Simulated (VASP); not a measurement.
# Sb2Se3 (Cmmm) in VASP: further runs

The runs below take Sb2Se3 through relaxation of cell and atoms, single point, with PBE.

Everything below comes from runs of VASP 6.6.1. Logs are shortened: lines on timing, memory, paths and dates and some standing lists are left out, and cuts for length are marked.

## 1. The cell of the first run

Symmetry: Cmmm, No. 65, orthorhombic system. Conventional cell: a = 4.690 Å, b = 6.156 Å, c = 10.527 Å, α = 90.00°, β = 90.00°, γ = 90.00°. Sb (site symmetry mmm) has 4 Se at 2.34 to 3.08 Å within 3.1 Å. Within 3.6 Å of Sb (site symmetry mmm) lie 2 Se at 2.70 Å. Within 3.5 Å of Se (site symmetry mm2) lie 1 Se at 2.57 Å and 3 Sb at 2.70 to 3.48 Å. Se (site symmetry mmm) has 4 Sb at 2.34 to 3.08 Å and 2 Se at 2.57 Å within 3.1 Å.

The cell was generated, and may not be a known phase.

## 2. Relaxation of cell and atoms, PBE

INCAR

```
SYSTEM = Sb2Se3
ALGO     = Normal         ! electronic algorithm
EDIFF    = 1E-7           ! SCF threshold, eV
EDIFFG   = -0.08          ! ionic threshold
ENCUT    = 500            ! plane-wave cutoff, eV
GGA      = PE             ! functional
GGA_COMPAT= .False.      
IBRION   = 2              ! ionic algorithm
ISIF     = 3              ! what is computed and relaxed
ISMEAR   = 0              ! smearing method
LASPH    = .True.         ! aspherical terms in the spheres
LCHARG   = .False.        ! write CHGCAR
LREAL    = .False.        ! projectors in reciprocal space
LWAVE    = .False.        ! write WAVECAR
NELM     = 120            ! most SCF steps
NELMIN   = 4            
NSW      = 36             ! ionic steps
PREC     = Accurate       ! precision mode
SIGMA    = 0.15           ! smearing width, eV
```

KPOINTS

```
k-points
0
Gamma
  3 3 1
  0 0 0
```

POSCAR

```
Sb2Se3
1.0
    2.3449633600     -3.0778519900      0.0000000000
    2.3449633600      3.0778519900      0.0000000000
    0.0000000000      0.0000000000     10.5273601200
Sb Se
2 3
Direct
    0.5000000000      0.5000000000      0.5000000000
    0.0000000000      0.0000000000      0.0000000000
    0.0000000000      0.0000000000      0.7439860700
    0.0000000000      0.0000000000      0.2560139300
    0.0000000000      0.0000000000      0.5000000000
```

Potentials or basis: VASP PAW PBE potentials, release 64 (Sb, Se).

Run with:

```sh
cat potpaw_PBE.64/Sb/POTCAR potpaw_PBE.64/Se/POTCAR > POTCAR
mpirun -np 1 vasp_std > vasp.out
```

OUTCAR:

```text
SYSTEM = Sb2Se3
   EDIFF = 1E-7
   EDIFFG = -0.08
   ENCUT = 500
   GGA = PE
   IBRION = 2
   ISIF = 3
   ISMEAR = 0
   LASPH = .True.
   LREAL = .False.
   NELM = 120
   NELMIN = 4
   NSW = 36
   PREC = Accurate

 ion  position               nearest neighbor table
   1  0.500  0.500  0.500-   5 2.34   5 2.34   5 3.08   5 3.08
   2  0.000  0.000  0.000-   3 2.70   4 2.70
   3  0.000  0.000  0.744-   5 2.57   2 2.70
   4  0.000  0.000  0.256-   5 2.57   2 2.70
   5  0.000  0.000  0.500-   1 2.34   1 2.34   4 2.57   3 2.57   1 3.08   1 3.08

  LATTYP: Found a base centered orthorhombic cell.
 ALAT       =     4.6899267200
 B/A-ratio  =     1.3125373481
 C/A-ratio  =     2.2446747569

  Lattice vectors:

 A1 = (   2.3449633600,  -3.0778519900,   0.0000000000)
 A2 = (   2.3449633600,   3.0778519900,   0.0000000000)
 A3 = (   0.0000000000,   0.0000000000,  10.5273601200)

Analysis of symmetry for initial positions (statically):
=====================================================================
 Subroutine PRICEL returns:
 Original cell was already a primitive cell.

 Routine SETGRP: Setting up the symmetry group for a
 base centered orthorhombic supercell.

 Subroutine GETGRP returns: Found  8 space group operations
 (whereof  8 operations were pure point group operations)
 out of a pool of  8 trial point group operations.

The static configuration has the point symmetry D_2h.

Analysis of symmetry for dynamics (positions and initial velocities):
=====================================================================
 Subroutine PRICEL returns:
 Original cell was already a primitive cell.

 Routine SETGRP: Setting up the symmetry group for a
 base centered orthorhombic supercell.

 Subroutine GETGRP returns: Found  8 space group operations
 (whereof  8 operations were pure point group operations)
 out of a pool of  8 trial point group operations.

The dynamic configuration has the point symmetry D_2h.

 Subroutine INISYM returns: Found  8 space group operations
 (whereof  8 operations are pure point group operations),
 and found     1 'primitive' translations

----------------------------------------------------------------------------------------

                                     Primitive cell

  volume of cell :     151.9614

  direct lattice vectors                    reciprocal lattice vectors
     2.344963360 -3.077851990  0.000000000     0.213222948 -0.162450957  0.000000000
     2.344963360  3.077851990  0.000000000     0.213222948  0.162450957  0.000000000
     0.000000000  0.000000000 10.527360120     0.000000000  0.000000000  0.094990576

  length of vectors
     3.869370237  3.869370237 10.527360120     0.268056596  0.268056596  0.094990576

  position of ions in fractional coordinates (direct lattice)
     0.500000000  0.500000000  0.500000000
     0.000000000  0.000000000  0.000000000
     0.000000000  0.000000000  0.743986070
     0.000000000  0.000000000  0.256013930
     0.000000000  0.000000000  0.500000000

  ion indices of the primitive-cell ions
   primitive index   ion index
                 1           1
                 2           2
                 3           3
                 4           4
                 5           5

----------------------------------------------------------------------------------------

 KPOINTS: k-points

Automatic generation of k-mesh.
 Grid dimensions read from file:
 generate k-points for:    3    3    1

 Generating k-lattice:

  Cartesian coordinates                     Fractional coordinates (reciprocal lattice)
     0.071074316 -0.054150319  0.000000000     0.333333333 -0.000000000  0.000000000
     0.071074316  0.054150319  0.000000000    -0.000000000  0.333333333  0.000000000
     0.000000000  0.000000000  0.094990576     0.000000000  0.000000000  1.000000000

  Length of vectors
     0.089352199  0.089352199  0.094990576

  Shift w.r.t. Gamma in fractional coordinates (k-lattice)
     0.000000000  0.000000000  0.000000000

 Subroutine IBZKPT returns following result:
 ===========================================

 Found      4 irreducible k-points:

 Following reciprocal coordinates:
            Coordinates               Weight
  0.000000  0.000000  0.000000      1.000000
  0.333333  0.000000  0.000000      4.000000
  0.333333  0.333333  0.000000      2.000000
 -0.333333  0.333333  0.000000      2.000000
   k-points           NKPTS =      4   k-points in BZ     NKDIM =      4   number of bands    NBANDS=     18
   number of dos      NEDOS =    301   number of ions     NIONS =      5
   total plane-waves  NPLWV =  62720
   dimension x,y,z NGX =    28 NGY =   28 NGZ =   80
   dimension x,y,z NGXF=    56 NGYF=   56 NGZF=  160
   ions per type =               2   3
   NGX,Y,Z   is equivalent  to a cutoff of  12.03, 12.03, 12.63 a.u.
   NGXF,Y,Z  is equivalent  to a cutoff of  24.06, 24.06, 25.27 a.u.
 SYSTEM =  Sb2Se3
   PREC   = accura    normal or accurate (medium, high low for compatibility)
   ISTART =      0    job   : 0-new  1-cont  2-samecut
   ICHARG =      2    charge: 1-file 2-atom 10-const
   ISPIN  =      1    spin polarized calculation?
   LNONCOLLINEAR =      F non collinear calculations
   LSORBIT =      F    spin-orbit coupling
   LASPH  =      T    aspherical Exc in radial PAW
   ENCUT  =  500.0 eV  36.75 Ry    6.06 a.u.   7.05  7.05 19.19*2*pi/ulx,y,z
   NELM   =    120;   NELMIN=  4; NELMDL= -5     # of ELM steps
   EDIFF  = 0.1E-06   stopping-criterion for ELM
   LREAL  =      F    real-space projection
   EDIFFG = -.8E-01   stopping-criterion for IOM
   NSW    =     36    number of steps for IOM
   IBRION =      2    ionic relax: 0-MD 1-quasi-New 2-CG
   NFREE  =      1    steps in history (QN), initial steepest desc. (CG)
   ISIF   =      3    stress and relaxation
   ISYM   =      2    0-nonsym 1-usesym 2-fastsym
   POTIM  = 0.5000    time-step for ionic-motion
   TEBEG  =    0.0;   TEEND  =   0.0 temperature during run
   PSTRESS=    0.0 pullay stress
   NELECT =      28.0000    total number of electrons
   NUPDOWN=      -1.0000    fix difference up-down
   EMIN   =  10.00;   EMAX   =-10.00  energy-range for DOS
   EFERMI =   0.00;   METHOD = LEGACY
   ISMEAR =     0;   SIGMA  =   0.15  broadening in eV -4-tet -1-fermi 0-gaus
   EFERMI_NEDOS =   21; number of points for ismear=-14 and -15
   IALGO  =     38    algorithm
   IMIX   =      4    mixing-type and parameters
     AMIX     =   0.40;   BMIX     =  1.00
     AMIX_MAG =   1.60;   BMIX_MAG =  1.00
  volume/ion in A,a.u.               =      30.39       205.10
  Fermi-wavevector in a.u.,A,eV,Ry     =   0.931572  1.760416 11.807494  0.867826
  Thomas-Fermi vector in A             =   2.058079
   LORBIT       =      0    0 simple, 1 ext, 2 COOP (PROOUT), +10 PAW based schemes
   GGA     = PE    functional components
   LHFCALC =     F    Hartree Fock is set to
   AEXX    =    0.0000 exact exchange contribution
   IVDW    =     0    specifies the selected vdW correction
   LEPSILON=     F    determine dielectric tensor
   LRPA    =     F    only Hartree local field effects (RPA)
 conjugate gradient relaxation of ions
 non-spin polarized calculation
 Gauss-broadening in eV      SIGMA  =   0.15
  energy-cutoff  :      500.00
  volume of cell :      151.96
 maximum number of plane-waves:      3891
   NGX = 15   NGY = 15   NGZ = 39

--------------------------------------- Ionic step        1  -------------------------------------------

 number of electron      27.9999995 magnetization

 Free energy of the ion-electron system (eV)
  ---------------------------------------------------
  ext. energy  EPLUGINS =         0.00000000
  ---------------------------------------------------
  free energy    TOTEN  =       -12.48759664 eV

  energy without entropy =      -12.34119436  energy(sigma->0) =      -12.41439550

------------------------ aborting loop because EDIFF is reached ----------------------------------------

  FORCE on cell =-STRESS in cart. coord.  units (eV):
  Direction    XX          YY          ZZ          XY          YZ          ZX
  --------------------------------------------------------------------------------------
  -------------------------------------------------------------------------------------
  Total       22.3137363      0.6139449     10.5901345     -0.0000000      0.0000000      0.0000000
  in kB      235.2608222      6.4730162    111.6551584     -0.0000000      0.0000000      0.0000000
  external PRESSURE =     117.7963323 kB  Pullay stress =       0.0000000 kB
[... 98 lines left out ...]
  FREE ENERGIE OF THE ION-ELECTRON SYSTEM (eV)
  ---------------------------------------------------
  free  energy   TOTEN  =       -14.2704357967 eV

  energy  without entropy=      -14.1003859299  energy(sigma->0) =      -14.18541086

[... ionic steps 4 to 9 ...]

--------------------------------------- Ionic step       10  -------------------------------------------

 number of electron      27.9999999 magnetization

------------------------ aborting loop because EDIFF is reached ----------------------------------------

  FORCE on cell =-STRESS in cart. coord.  units (eV):
  Direction    XX          YY          ZZ          XY          YZ          ZX
  --------------------------------------------------------------------------------------
  -------------------------------------------------------------------------------------
  Total       -0.4111578     -0.2232785     -0.1805520     -0.0000000      0.0000000      0.0000000
  in kB       -3.6649173     -1.9902266     -1.6093771     -0.0000000      0.0000000      0.0000000
  external PRESSURE =      -2.4215070 kB  Pullay stress =       0.0000000 kB
[... 63 lines left out ...]
  energy  without entropy=      -15.3042204742  energy(sigma->0) =      -15.39158875

--------------------------------------- Ionic step       12  -------------------------------------------

 number of electron      27.9999998 magnetization

 Free energy of the ion-electron system (eV)
  ---------------------------------------------------
  ext. energy  EPLUGINS =         0.00000000
  ---------------------------------------------------
  free energy    TOTEN  =       -15.47969898 eV

  energy without entropy =      -15.30442348  energy(sigma->0) =      -15.39206123

 E-fermi :   2.2556     XC(G=0):  -8.1596

 val. band max:        2.2499791692   @ k =  -0.3333   0.3333   0.0000
 cond. band min:       2.2784491967   @ k =   0.3333   0.3333   0.0000
 fundamental gap:      0.0284700274
 Fermi energy:         2.2556146918

 k-point     1 :       0.0000    0.0000    0.0000
  band No.  band energies     occupation
      1     -13.2974      2.00000
      2     -10.0378      2.00000
      3      -9.9145      2.00000
      4      -6.4665      2.00000
      5      -3.9864      2.00000
      6      -2.5383      2.00000
[... 10 lines left out ...]
     17       4.9032      0.00000
     18       5.4169      0.00000

 k-point     2 :       0.3333    0.0000    0.0000
  band No.  band energies     occupation
      1     -12.4457      2.00000
      2      -9.7666      2.00000
      3      -9.6628      2.00000
      4      -7.7205      2.00000
      5      -5.8938      2.00000
      6      -1.6364      2.00000
[... 10 lines left out ...]
     17       3.7989      0.00000
     18       4.4600      0.00000

 k-point     3 :       0.3333    0.3333    0.0000
  band No.  band energies     occupation
      1     -11.6999      2.00000
      2      -9.5109      2.00000
      3      -9.4245      2.00000
      4      -7.3024      2.00000
      5      -5.3258      2.00000
      6      -4.5319      2.00000
[... 10 lines left out ...]
     17       2.2918      0.73303
     18       6.5055      0.00000

 k-point     4 :      -0.3333    0.3333    0.0000
  band No.  band energies     occupation
      1     -11.7006      2.00000
      2      -9.5110      2.00000
      3      -9.4245      2.00000
      4      -7.2985      2.00000
      5      -5.3260      2.00000
      6      -4.5331      2.00000
[... 10 lines left out ...]
     17       2.2919      0.73229
     18       6.5017      0.00000
[... 30 lines left out ...]
  FREE ENERGIE OF THE ION-ELECTRON SYSTEM (eV)
  ---------------------------------------------------
  free  energy   TOTEN  =       -15.4796989768 eV

  energy  without entropy=      -15.3044234806  energy(sigma->0) =      -15.39206123

 reached required accuracy - stopping structural energy minimisation
```

It took 2.2 min on 1 thread of Intel Xeon Platinum 8559C (Emerald Rapids), shared host; peak memory 0.24 GiB.

Results:

| Item | Value |
| --- | --- |
| Free energy | -15.4797 eV |
| Relaxed volume | 35.60 Å³/atom |
| Relaxed cell | a = 3.722 Å, b = 3.722 Å, c = 12.846 Å, α = 90.00°, β = 90.00°, γ = 90.02° |
| Space group after relaxing (to 0.1 Å) | P4/mmm (No. 123) |
| Energy gained by relaxing | 598.4 meV/atom |
| Ionic steps | 12 |
| Pressure after relaxing | 0.1 GPa |
| Band gap on the k mesh | zero (bands 14 and 15 overlap by 0.13 eV) |

Step by step:
```
step  energy change (eV)  largest force (eV/Å)  pressure (GPa)  volume (Å³)
   1              0.0000                0.8705           11.78       151.96
   2             -1.6328                1.3876           -2.88       204.75
   3             -1.7828                1.2618           -0.59       188.23
   4             -2.0557                1.1024           -1.04       186.75
   5             -2.7511                0.4856           -1.42       182.01
   6             -2.4020                0.4829            5.15       168.83
   7             -2.9675                0.0629           -0.31       178.25
   8             -2.9817                0.0329            0.15       177.05
   9             -2.9821                0.0587            0.30       176.70
  10             -2.9913                0.0359           -0.24       179.74
  11             -2.9914                0.0266           -0.20       179.47
  12             -2.9921                0.0018            0.14       177.99
```

Final structure:
```
Sb Se
1.0
     2.63167   -2.63251    0.00000
     2.63167    2.63251    0.00000
     0.00000    0.00000   12.84577
Sb Se
2 3
Direct
  0.50000 0.50000 0.50000
  0.00000 0.00000 0.00000
  0.00000 0.00000 0.77835
  0.00000 0.00000 0.22165
  0.00000 0.00000 0.50000
```

Caveat: the k points lie up to 0.56 Å⁻¹ apart in the final cell; the volume moved by over 15 % at a fixed basis, so the end points are rough; semilocal functionals underestimate gaps, and a narrow one can read as zero; spin-orbit coupling is left out, which moves the levels of the heavy elements; this functional lacks dispersion, which binds layers or chains, so the pressure and a relaxed spacing across them are unreliable.

## 3. Single point, PBE

This run uses another cell than the first one, of 43.85 Å³/atom.

INCAR

```
SYSTEM = Sb2Se3
PREC     = Accurate       ! precision mode
ENCUT    = 500            ! plane-wave cutoff, eV
EDIFF    = 1E-6           ! SCF threshold, eV
ISMEAR   = 0              ! smearing method
SIGMA    = 0.15           ! smearing width, eV
LREAL    = .False.        ! projectors in reciprocal space
LASPH    = .True.         ! aspherical terms in the spheres
NELM     = 120            ! most SCF steps
ALGO     = Normal         ! electronic algorithm
ISIF     = 2              ! what is computed and relaxed
LWAVE    = .False.        ! write WAVECAR
LCHARG   = .False.        ! write CHGCAR
GGA      = PE             ! functional
NBANDS   = 22             ! bands
GGA_COMPAT= .False.
```

KPOINTS

```
Automatic mesh
0
Gamma
  3 3 2
  0 0 0
```

POSCAR

```
Sb2Se3
1.0
    2.8180916185     -5.1783466745      0.0000000000
    2.8180916185      5.1783466745      0.0000000000
    0.0000000000      0.0000000000      7.5126562401
Sb Se
2 3
Direct
    0.0000000000      0.0000000000      0.3145267856
    0.0000000000      0.0000000000      0.6854732144
    0.7618005950      0.2381994050      0.5000000000
    0.2381994050      0.7618005950      0.5000000000
    0.5000000000      0.5000000000      0.5000000000
```

Potentials or basis: VASP PAW PBE potentials, release 64 (Sb, Se).

Run with:

```sh
cat potpaw_PBE.64/Sb/POTCAR potpaw_PBE.64/Se/POTCAR > POTCAR
mpirun -np 1 vasp_std > vasp.out
```

Wall time 33 s (1 thread of Intel Xeon Platinum 8559C (Emerald Rapids), shared host); peak memory 0.34 GiB.

The run converged. Its results:

```
Free energy            : -17.7886 eV
Pressure               : 0.2 GPa
Largest force          : 0.077 eV/Å
Band gap on the k mesh : zero (bands 14 and 15 overlap by 0.24 eV)
```

Forces on the atoms (eV/Å):
```
Sb   0.000  0.000 -0.077
Sb   0.000  0.000  0.077
Se   0.000 -0.040  0.000
Se   0.000  0.040  0.000
Se   0.000  0.000  0.000
```

Stress tensor (GPa, compression positive):
```
-0.03  0.00  0.00
 0.00  0.40  0.00
 0.00  0.00  0.23
```

Levels at points of the mesh, in eV from the Fermi level:
| k point | band 11 | band 12 | band 13 | band 14 | band 15 | band 16 | band 17 | band 18 |
| --- | --- | --- | --- | --- | --- | --- | --- | --- |
| (0.00, 0.00, 0.00) | -2.54 | -1.59 | -0.12 | 0.19 | 0.39 | 1.42 | 1.70 | 2.94 |
| (0.00, 0.00, 0.50) | -2.57 | -1.60 | -0.23 | 0.23 | 0.51 | 1.23 | 1.31 | 1.78 |

Caveat: the k points lie up to 0.42 Å⁻¹ apart; semilocal functionals underestimate gaps, and a narrow one can read as zero; spin-orbit coupling is left out, which moves the levels of the heavy elements; this functional lacks dispersion, which binds layers or chains, so the pressure and a relaxed spacing across them are unreliable.

The gap in the log of VASP goes by the Fermi energy; the results here count the filled bands.